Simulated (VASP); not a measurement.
# KTaO3 (Pm-3m) in VASP: settings compared

KTaO3 is run at these levels: PBE, r2SCAN; tasks: single point.

All numbers are computed with VASP 6.6.1; they aren't measurements. Logs are shortened: lines on timing, memory, paths and dates and some standing lists are left out, and cuts for length are marked.

### Step 1. The cell of the first run

Symmetry: Pm-3m, No. 221, cubic system. Conventional cell: a = 4.030 Å, b = 4.030 Å, c = 4.030 Å, α = 90.00°, β = 90.00°, γ = 90.00°. K (site symmetry m-3m) has 12 O at 2.85 Å and 8 Ta at 3.49 Å within 3.8 Å. Within 2.7 Å of Ta (site symmetry m-3m) lie 6 O at 2.02 Å. Within 2.7 Å of O (site symmetry 4/mmm) lie 2 Ta at 2.02 Å.

### Step 2. Single point, PBE (strain +1.0%)

File INCAR:

```
  PREC = Accurate
  ENCUT = 520
  EDIFF = 1E-7
  ISMEAR = -1
  SIGMA = 0.02
  LREAL = F
  LASPH = T
  NELM = 80
  ALGO = Normal
  ISIF = 2
  LWAVE = F
  LCHARG = F
  GGA = PE
  NBANDS = 27
```

File KPOINTS:

```
regular mesh
0
Gamma
  6 6 6
```

File POSCAR:

```
KTaO3
1.0
    4.0300324140      0.0000000000      0.0000000000
    0.0000000000      4.0300324140      0.0000000000
    0.0000000000      0.0000000000      4.0300324140
K Ta O
1 1 3
Direct
    0.0000000000      0.0000000000      0.0000000000
    0.5000000000      0.5000000000      0.5000000000
    0.5000000000      0.5000000000      0.0000000000
    0.5000000000      0.0000000000      0.5000000000
    0.0000000000      0.5000000000      0.5000000000
```

Potentials or basis: VASP PAW PBE potentials, release 64 (K_sv, Ta_pv, O).

Launch:

```
$ cat potpaw_PBE.64/K_sv/POTCAR potpaw_PBE.64/Ta_pv/POTCAR potpaw_PBE.64/O/POTCAR > POTCAR
$ mpirun -np 1 vasp_std > vasp.out
```

OUTCAR:

```text
PREC = Accurate
   ENCUT = 520
   EDIFF = 1E-7
   ISMEAR = -1
   LREAL = F
   LASPH = T
   NELM = 80
   ISIF = 2
   GGA = PE

 ion  position               nearest neighbor table
   1  0.000  0.000  0.000-   3 2.85   4 2.85   5 2.85   4 2.85   5 2.85   3 2.85   5 2.85   5 2.85
                             3 2.85   4 2.85   4 2.85   3 2.85   2 3.49   2 3.49   2 3.49   2 3.49
   2  0.500  0.500  0.500-   3 2.02   4 2.02   5 2.02   3 2.02   4 2.02   5 2.02   1 3.49   1 3.49
                             1 3.49   1 3.49   1 3.49   1 3.49   1 3.49   1 3.49
   3  0.500  0.500  0.000-   2 2.02   2 2.02   1 2.85   1 2.85   1 2.85   1 2.85
   4  0.500  0.000  0.500-   2 2.02   2 2.02   1 2.85   1 2.85   1 2.85   1 2.85
   5  0.000  0.500  0.500-   2 2.02   2 2.02   1 2.85   1 2.85   1 2.85   1 2.85

  LATTYP: Found a simple cubic cell.
 ALAT       =     4.0300324140

  Lattice vectors:

 A1 = (   4.0300324140,   0.0000000000,   0.0000000000)
 A2 = (   0.0000000000,   4.0300324140,   0.0000000000)
 A3 = (   0.0000000000,   0.0000000000,   4.0300324140)

Analysis of symmetry for initial positions (statically):
=====================================================================
 Subroutine PRICEL returns:
 Original cell was already a primitive cell.

 Routine SETGRP: Setting up the symmetry group for a
 simple cubic supercell.

 Subroutine GETGRP returns: Found 48 space group operations
 (whereof 48 operations were pure point group operations)
 out of a pool of 48 trial point group operations.

The static configuration has the point symmetry O_h .

Analysis of symmetry for dynamics (positions and initial velocities):
=====================================================================
 Subroutine PRICEL returns:
 Original cell was already a primitive cell.

 Routine SETGRP: Setting up the symmetry group for a
 simple cubic supercell.

 Subroutine GETGRP returns: Found 48 space group operations
 (whereof 48 operations were pure point group operations)
 out of a pool of 48 trial point group operations.

The dynamic configuration has the point symmetry O_h .

 Subroutine INISYM returns: Found 48 space group operations
 (whereof 48 operations are pure point group operations),
 and found     1 'primitive' translations

----------------------------------------------------------------------------------------

                                     Primitive cell

  volume of cell :      65.4524

  direct lattice vectors                    reciprocal lattice vectors
     4.030032414  0.000000000  0.000000000     0.248136962  0.000000000  0.000000000
     0.000000000  4.030032414  0.000000000     0.000000000  0.248136962  0.000000000
     0.000000000  0.000000000  4.030032414     0.000000000  0.000000000  0.248136962

  length of vectors
     4.030032414  4.030032414  4.030032414     0.248136962  0.248136962  0.248136962

  position of ions in fractional coordinates (direct lattice)
     0.000000000  0.000000000  0.000000000
     0.500000000  0.500000000  0.500000000
     0.500000000  0.500000000  0.000000000
     0.500000000  0.000000000  0.500000000
     0.000000000  0.500000000  0.500000000

  ion indices of the primitive-cell ions
   primitive index   ion index
                 1           1
                 2           2
                 3           3
                 4           4
                 5           5

----------------------------------------------------------------------------------------

 KPOINTS: regular mesh

Automatic generation of k-mesh.
 Grid dimensions read from file:
 generate k-points for:    6    6    6

 Generating k-lattice:

  Cartesian coordinates                     Fractional coordinates (reciprocal lattice)
     0.041356160  0.000000000  0.000000000     0.166666667  0.000000000  0.000000000
     0.000000000  0.041356160  0.000000000     0.000000000  0.166666667  0.000000000
     0.000000000  0.000000000  0.041356160     0.000000000  0.000000000  0.166666667

  Length of vectors
     0.041356160  0.041356160  0.041356160

  Shift w.r.t. Gamma in fractional coordinates (k-lattice)
     0.000000000  0.000000000  0.000000000

 Subroutine IBZKPT returns following result:
 ===========================================

 Found     20 irreducible k-points:

 Following reciprocal coordinates:
            Coordinates               Weight
  0.000000  0.000000  0.000000      1.000000
  0.166667  0.000000  0.000000      6.000000
  0.333333  0.000000  0.000000      6.000000
  0.500000  0.000000  0.000000      3.000000
  0.166667  0.166667  0.000000     12.000000
  0.333333  0.166667  0.000000     24.000000
[... 12 lines left out ...]
  0.500000  0.500000  0.333333      6.000000
  0.500000  0.500000  0.500000      1.000000
   k-points           NKPTS =     20   k-points in BZ     NKDIM =     20   number of bands    NBANDS=     27
   number of dos      NEDOS =    301   number of ions     NIONS =      5
   total plane-waves  NPLWV =  27000
   dimension x,y,z NGX =    30 NGY =   30 NGZ =   30
   dimension x,y,z NGXF=    60 NGYF=   60 NGZF=   60
   ions per type =               1   1   3
   NGX,Y,Z   is equivalent  to a cutoff of  12.38, 12.38, 12.38 a.u.
   NGXF,Y,Z  is equivalent  to a cutoff of  24.75, 24.75, 24.75 a.u.
 SYSTEM =  unknown system
   PREC   = accura    normal or accurate (medium, high low for compatibility)
   ISTART =      0    job   : 0-new  1-cont  2-samecut
   ICHARG =      2    charge: 1-file 2-atom 10-const
   ISPIN  =      1    spin polarized calculation?
   LNONCOLLINEAR =      F non collinear calculations
   LSORBIT =      F    spin-orbit coupling
   LASPH  =      T    aspherical Exc in radial PAW
   ENCUT  =  520.0 eV  38.22 Ry    6.18 a.u.   7.49  7.49  7.49*2*pi/ulx,y,z
   NELM   =     80;   NELMIN=  2; NELMDL= -5     # of ELM steps
   EDIFF  = 0.1E-06   stopping-criterion for ELM
   LREAL  =      F    real-space projection
   EDIFFG = 0.1E-05   stopping-criterion for IOM
   NSW    =      0    number of steps for IOM
   IBRION =     -1    ionic relax: 0-MD 1-quasi-New 2-CG
   NFREE  =      0    steps in history (QN), initial steepest desc. (CG)
   ISIF   =      2    stress and relaxation
   ISYM   =      2    0-nonsym 1-usesym 2-fastsym
   POTIM  = 0.5000    time-step for ionic-motion
   TEBEG  =    0.0;   TEEND  =   0.0 temperature during run
   PSTRESS=    0.0 pullay stress
   NELECT =      38.0000    total number of electrons
   NUPDOWN=      -1.0000    fix difference up-down
   EMIN   =  10.00;   EMAX   =-10.00  energy-range for DOS
   EFERMI =   0.00;   METHOD = LEGACY
   ISMEAR =    -1;   SIGMA  =   0.02  broadening in eV -4-tet -1-fermi 0-gaus
   EFERMI_NEDOS =   21; number of points for ismear=-14 and -15
   IALGO  =     38    algorithm
   IMIX   =      4    mixing-type and parameters
     AMIX     =   0.40;   BMIX     =  1.00
     AMIX_MAG =   1.60;   BMIX_MAG =  1.00
  volume/ion in A,a.u.               =      13.09        88.34
  Fermi-wavevector in a.u.,A,eV,Ry     =   1.365717  2.580832 25.377367  1.865184
  Thomas-Fermi vector in A             =   2.491921
   LORBIT       =      0    0 simple, 1 ext, 2 COOP (PROOUT), +10 PAW based schemes
   GGA     = PE    functional components
   LHFCALC =     F    Hartree Fock is set to
   AEXX    =    0.0000 exact exchange contribution
   IVDW    =     0    specifies the selected vdW correction
   LEPSILON=     F    determine dielectric tensor
   LRPA    =     F    only Hartree local field effects (RPA)
 non-spin polarized calculation
  energy-cutoff  :      520.00
  volume of cell :       65.45
 maximum number of plane-waves:      1791
 NGX is ok and might be reduce to    30
   NGX = 15   NGY = 15   NGZ = 15

 number of electron      37.9999980 magnetization

 Free energy of the ion-electron system (eV)
  ---------------------------------------------------
  ext. energy  EPLUGINS =         0.00000000
  ---------------------------------------------------
  free energy    TOTEN  =       -41.06714963 eV

  energy without entropy =      -41.06714963  energy(sigma->0) =      -41.06714963

 E-fermi :   2.0545     XC(G=0): -10.7120

 val. band max:        1.5913512043   @ k =   0.5000   0.5000   0.5000
 cond. band min:       3.6966249973   @ k =   0.0000   0.0000   0.0000
 fundamental gap:      2.1052737930
 Fermi energy:         2.0544599160

 k-point     1 :       0.0000    0.0000    0.0000
  band No.  band energies     occupation
      1     -32.6747      2.00000
      2     -32.6747      2.00000
      3     -32.6747      2.00000
      4     -25.7593      2.00000
      5     -15.8475      2.00000
      6     -15.1512      2.00000
[... 19 lines left out ...]
     26       9.6565      0.00000
     27       9.6565      0.00000

 k-point     2 :       0.1667    0.0000    0.0000
  band No.  band energies     occupation
      1     -32.6942      2.00000
      2     -32.6740      2.00000
      3     -32.6740      2.00000
      4     -25.7534      2.00000
      5     -15.7789      2.00000
      6     -15.1460      2.00000
[... 19 lines left out ...]
     26       9.9816      0.00000
     27      10.0433      0.00000

 k-point     3 :       0.3333    0.0000    0.0000
  band No.  band energies     occupation
      1     -32.7329      2.00000
      2     -32.6725      2.00000
      3     -32.6725      2.00000
      4     -25.7419      2.00000
      5     -15.7308      2.00000
      6     -15.1357      2.00000
[... 19 lines left out ...]
     26      10.6718      0.00000
     27      11.3877      0.00000

 k-point     4 :       0.5000    0.0000    0.0000
  band No.  band energies     occupation
      1     -32.7520      2.00000
      2     -32.6717      2.00000
      3     -32.6717      2.00000
      4     -25.7361      2.00000
      5     -15.7305      2.00000
      6     -15.1306      2.00000
[... 19 lines left out ...]
     26      11.0432      0.00000
     27      12.0182      0.00000

 k-point     5 :       0.1667    0.1667    0.0000
  band No.  band energies     occupation
      1     -32.6937      2.00000
      2     -32.6932      2.00000
      3     -32.6732      2.00000
      4     -25.7483      2.00000
      5     -15.6864      2.00000
      6     -15.0582      2.00000
[... 19 lines left out ...]
     26      10.2870      0.00000
     27      10.3788      0.00000

 k-point     6 :       0.3333    0.1667    0.0000
  band No.  band energies     occupation
      1     -32.7320      2.00000
      2     -32.6919      2.00000
      3     -32.6718      2.00000
      4     -25.7381      2.00000
      5     -15.6062      2.00000
      6     -15.0236      2.00000
[... 324 lines left out ...]
      1     -32.7281      2.00000
      2     -32.7276      2.00000
      3     -32.7276      2.00000
      4     -25.7202      2.00000
      5     -14.8104      2.00000
      6     -14.5570      2.00000
[... 19 lines left out ...]
     26      12.4430      0.00000
     27      12.4449      0.00000

 k-point    18 :       0.5000    0.3333    0.3333
  band No.  band energies     occupation
      1     -32.7467      2.00000
      2     -32.7271      2.00000
      3     -32.7269      2.00000
      4     -25.7168      2.00000
      5     -14.7224      2.00000
      6     -14.5422      2.00000
[... 19 lines left out ...]
     26      12.4471      0.00000
     27      12.7616      0.00000

 k-point    19 :       0.5000    0.5000    0.3333
  band No.  band energies     occupation
      1     -32.7459      2.00000
      2     -32.7459      2.00000
      3     -32.7262      2.00000
      4     -25.7135      2.00000
      5     -14.6152      2.00000
      6     -14.3379      2.00000
[... 19 lines left out ...]
     26      12.5488      0.00000
     27      12.8124      0.00000

 k-point    20 :       0.5000    0.5000    0.5000
  band No.  band energies     occupation
      1     -32.7450      2.00000
      2     -32.7450      2.00000
      3     -32.7450      2.00000
      4     -25.7101      2.00000
      5     -14.3181      2.00000
      6     -14.3181      2.00000
[... 19 lines left out ...]
     26      12.2675      0.00000
     27      13.6837      0.00000

------------------------ aborting loop because EDIFF is reached ----------------------------------------

  FORCE on cell =-STRESS in cart. coord.  units (eV):
  Direction    XX          YY          ZZ          XY          YZ          ZX
  --------------------------------------------------------------------------------------
  -------------------------------------------------------------------------------------
  Total       -0.0868931     -0.0868931     -0.0868931     -0.0000000      0.0000000     -0.0000000
  in kB       -2.1270134     -2.1270134     -2.1270134     -0.0000000      0.0000000     -0.0000000
  external PRESSURE =      -2.1270134 kB  Pullay stress =       0.0000000 kB

 VOLUME and BASIS-vectors are now :
 -----------------------------------------------------------------------------
  energy-cutoff  :      520.00
  volume of cell :       65.45
      direct lattice vectors                 reciprocal lattice vectors
     4.030032414  0.000000000  0.000000000     0.248136962  0.000000000  0.000000000
     0.000000000  4.030032414  0.000000000     0.000000000  0.248136962  0.000000000
     0.000000000  0.000000000  4.030032414     0.000000000  0.000000000  0.248136962

 POSITION                                       TOTAL-FORCE (eV/Angst)
 -----------------------------------------------------------------------------------
      0.00000      0.00000      0.00000         0.000000      0.000000      0.000000
      2.01502      2.01502      2.01502         0.000000      0.000000      0.000000
      2.01502      2.01502      0.00000         0.000000      0.000000      0.000000
      2.01502      0.00000      2.01502         0.000000      0.000000      0.000000
      0.00000      2.01502      2.01502         0.000000      0.000000      0.000000
 -----------------------------------------------------------------------------------
    total drift:                                0.000000      0.000000     -0.000000

  FREE ENERGIE OF THE ION-ELECTRON SYSTEM (eV)
  ---------------------------------------------------
  free  energy   TOTEN  =       -41.0671496292 eV

  energy  without entropy=      -41.0671496292  energy(sigma->0) =      -41.06714963
```

Run time: 17 s. Hardware: 1 thread of AMD EPYC 9R45 (Zen 5), shared host; peak memory 0.16 GiB.

What came out:

* Free energy: -41.0671 eV
* Pressure: -0.2 GPa
* Band gap on the k mesh: 2.11 eV, indirect (least direct gap 2.74 eV)

Levels at points of the mesh, in eV from the valence-band top:
| k point | band 17 | band 18 | band 19 | band 20 | band 21 | band 22 |
| --- | --- | --- | --- | --- | --- | --- |
| (0.00, 0.00, 0.00) | -0.63 | -0.63 | -0.63 | 2.11 | 2.11 | 2.11 |
| (0.50, 0.00, 0.00) | -1.44 | -0.85 | -0.85 | 2.25 | 4.81 | 4.81 |
| (0.50, 0.50, 0.00) | -1.39 | -1.39 | -0.04 | 4.85 | 4.85 | 6.08 |
| (0.50, 0.50, 0.50) | 0.00 | 0.00 | 0.00 | 6.19 | 6.19 | 6.19 |

Caveat: the cell differs from its parent crystal (strain +1.0%); spin-orbit coupling is left out, which moves the levels of the heavy elements.

### Step 3. Single point, r2SCAN (strain -4.0%)

Edit POSCAR of step 2 so:

```diff
@@ -2,5 +2,5 @@
 1.0
-    4.0300324140      0.0000000000      0.0000000000
-    0.0000000000      4.0300324140      0.0000000000
-    0.0000000000      0.0000000000      4.0300324140
+    3.8305258589      0.0000000000      0.0000000000
+    0.0000000000      3.8305258589      0.0000000000
+    0.0000000000      0.0000000000      3.8305258589
 K Ta O
```

File INCAR.step1:

```
SYSTEM = KTaO3
  PREC = Accurate
  ENCUT = 520
  ISMEAR = 0
  SIGMA = 0.01
  LREAL = .FALSE.
  LASPH = .TRUE.
  NELM = 100
  NBANDS = 27
  GGA = PE
  ALGO = Normal
  EDIFF = 1E-4
  LWAVE = .TRUE.
  LCHARG = .FALSE.
```

File INCAR.step2:

```
SYSTEM = KTaO3
  PREC = Accurate
  ENCUT = 520
  EDIFF = 1E-6
  ISMEAR = 0
  SIGMA = 0.01
  LREAL = .FALSE.
  LASPH = .TRUE.
  NELM = 100
  ALGO = Normal
  ISIF = 2
  LWAVE = .FALSE.
  LCHARG = .FALSE.
  METAGGA = R2SCAN
  LMIXTAU = .TRUE.
  NBANDS = 27
  ISTART = 1
```

File KPOINTS:

```
Automatic mesh
0
G
  6 6 6
  0 0 0
```

Potentials or basis: VASP PAW PBE potentials, release 64 (K_sv, Ta_pv, O).

Launch:

```
$ cat potpaw_PBE.64/K_sv/POTCAR potpaw_PBE.64/Ta_pv/POTCAR potpaw_PBE.64/O/POTCAR > POTCAR
$ cp INCAR.step1 INCAR
$ mpirun -np 1 vasp_std > vasp.out
$ cp INCAR.step2 INCAR
$ mpirun -np 1 vasp_std > vasp.out
```

Run time: 54 s. Hardware: 1 thread of AMD EPYC 9R45 (Zen 5), shared host; peak memory 0.16 GiB.

Results (log left out):

```yaml
Free_energy: -86.4068 eV
Pressure: 35.3 GPa
Band_gap_on_the_k_mesh: 2.89 eV, indirect (least direct gap 3.45 eV)
```

Levels at points of the mesh, in eV from the valence-band top:
| k point | band 17 | band 18 | band 19 | band 20 | band 21 | band 22 |
| --- | --- | --- | --- | --- | --- | --- |
| (0.00, 0.00, 0.00) | -0.56 | -0.56 | -0.56 | 2.89 | 2.89 | 2.89 |
| (0.50, 0.00, 0.00) | -1.88 | -0.82 | -0.82 | 3.10 | 6.33 | 6.33 |
| (0.50, 0.50, 0.00) | -1.61 | -1.42 | -0.05 | 6.38 | 6.38 | 7.90 |
| (0.50, 0.50, 0.50) | 0.00 | 0.00 | 0.00 | 8.14 | 8.14 | 8.14 |

Caveat: the cell differs from its parent crystal (strain -4.0%); the PAW data sets were made with another functional, which shifts forces and pressure a little; spin-orbit coupling is left out, which moves the levels of the heavy elements. A k mesh can miss the band edges.
